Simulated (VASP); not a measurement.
SnH6C4S2N2: electric field gradients with PBEsol

Crystal: SnH6C4S2N2.

```xyz
30
Lattice="7.7690 0.0000 0.0000 0.0000 9.6540 0.0000 0.0000 0.0000 5.5692" Properties=species:S:1:pos:R:3 pbc="T T T"
Sn    0.0000    0.0000    2.4898
Sn    3.8845    4.8270    3.0794
H     5.6636    0.0000    0.9690
H     2.1054    0.0000    0.9690
H     5.9899    4.8270    4.6002
H     1.7791    4.8270    4.6002
H     5.3839    0.7916    2.2054
H     2.3851    8.8624    2.2054
H     6.2696    5.6186    3.3638
H     1.4994    4.0354    3.3638
H     6.2696    4.0354    3.3638
H     1.4994    5.6186    3.3638
H     5.3839    8.8624    2.2054
H     2.3851    0.7916    2.2054
C     0.0000    1.9843    5.0763
C     0.0000    7.6697    5.0763
C     3.8845    6.8113    0.4929
C     3.8845    2.8427    0.4929
C     5.7537    0.0000    1.9036
C     2.0153    0.0000    1.9036
C     5.8998    4.8270    3.6656
C     1.8692    4.8270    3.6656
S     0.0000    2.7363    0.9363
S     0.0000    6.9177    0.9363
S     3.8845    7.5633    4.6329
S     3.8845    2.0907    4.6329
N     0.0000    1.4535    4.0460
N     0.0000    8.2005    4.0460
N     3.8845    6.2805    1.5232
N     3.8845    3.3735    1.5232
```

```yaml
Program: VASP 6.6.1
Task: electric field gradients
Functional: PBEsol
Potentials_or_basis: VASP PAW PBE potentials, release 64 (Sn_d, H, C, S, N)
Cutoff: 520 eV
k_mesh: 4 × 3 × 5
Occupations: fermi-dirac, width 0.02 eV
Spin: no spin polarisation
Dipole_correction: no
Further_INCAR_settings: ALGO = Normal; EDIFF = 1e-08; NBANDS = 79
```

```
Pressure                                : 14.4 GPa
Largest force                           : 9.338 eV/Å
Band gap on the k mesh                  : 4.04 eV (least direct gap 4.06 eV)
Largest electric field gradient by atom : Sn -495.6; H +65.8, +71.3 (each value once); C -47.4, +34.9 (each value once); S +187.7; N -20.6 V/Å²
```

Forces on the atoms (eV/Å):
```
Sn   0.000  0.000 -0.068
Sn   0.000  0.000  0.068
H   -0.270  0.000 -8.327
H    0.270  0.000 -8.327
H    0.270  0.000  8.327
H   -0.270  0.000  8.327
H   -3.786  7.762  3.551
H    3.786 -7.762  3.551
H    3.786  7.762 -3.551
H   -3.786 -7.762 -3.551
H    3.786 -7.762 -3.551
H   -3.786  7.762 -3.551
H   -3.786 -7.762  3.551
H    3.786  7.762  3.551
C    0.000  1.578  3.064
C    0.000 -1.578  3.064
C    0.000  1.578 -3.064
C    0.000 -1.578 -3.064
C    7.731  0.000  1.274
C   -7.731  0.000  1.274
C   -7.731  0.000 -1.274
C    7.731  0.000 -1.274
S    0.000 -0.232 -0.257
S    0.000  0.232 -0.257
S    0.000 -0.232  0.257
S    0.000  0.232  0.257
N    0.000 -1.475 -2.855
N    0.000  1.475 -2.855
N    0.000 -1.475  2.855
N    0.000  1.475  2.855
```

Stress tensor (GPa, compression positive):
```
 4.83  0.00  0.00
 0.00 19.46  0.00
 0.00  0.00 18.77
```

Levels at points of the mesh, in eV from the valence-band top:
| k point | band 55 | band 56 | band 57 | band 58 | band 59 | band 60 | band 61 | band 62 |
| --- | --- | --- | --- | --- | --- | --- | --- | --- |
| (0.00, 0.00, 0.00) | -0.29 | -0.13 | -0.08 | 0.00 | 4.19 | 4.49 | 4.59 | 4.62 |
| (0.50, 0.00, 0.00) | -0.23 | -0.23 | -0.11 | -0.11 | 4.56 | 4.56 | 4.70 | 4.70 |

Electric field gradients, principal values (V/Å²):
```
atom    least    middle  greatest (by size)
1 Sn  156.502   339.048            -495.550
2 Sn  156.502   339.048            -495.550
 3 H  -32.806   -32.972              65.778
 4 H  -32.806   -32.972              65.778
 5 H  -32.806   -32.972              65.778
 6 H  -32.806   -32.972              65.778
 7 H  -35.300   -36.024              71.323
 8 H  -35.300   -36.024              71.323
 9 H  -35.300   -36.024              71.323
10 H  -35.300   -36.024              71.323
11 H  -35.300   -36.024              71.323
12 H  -35.300   -36.024              71.323
13 H  -35.300   -36.024              71.323
14 H  -35.300   -36.024              71.323
15 C   22.821    24.582             -47.403
16 C   22.821    24.582             -47.403
17 C   22.821    24.582             -47.403
18 C   22.821    24.582             -47.403
19 C  -17.383   -17.554              34.937
20 C  -17.383   -17.554              34.937
21 C  -17.383   -17.554              34.937
22 C  -17.383   -17.554              34.937
23 S  -69.122  -118.616             187.739
24 S  -69.122  -118.616             187.739
25 S  -69.122  -118.616             187.739
26 S  -69.122  -118.616             187.739
27 N    4.571    15.986             -20.558
28 N    4.571    15.986             -20.558
29 N    4.571    15.986             -20.558
30 N    4.571    15.986             -20.558
```

Wall time 41 min on 1 thread of Intel Xeon 8259CL, on a shared host, peak memory 0.75 GiB.

Caveat: the stress differs along the axes, from 5 to 19 GPa; without QUAD_EFG the Cq values of the log hold for a quadrupole moment of 1 mb, not for the nuclei; the PAW data sets were made with another functional, which shifts forces and pressure a little; spin-orbit coupling is left out, which moves the levels of the heavy elements. A k mesh can miss the band edges.
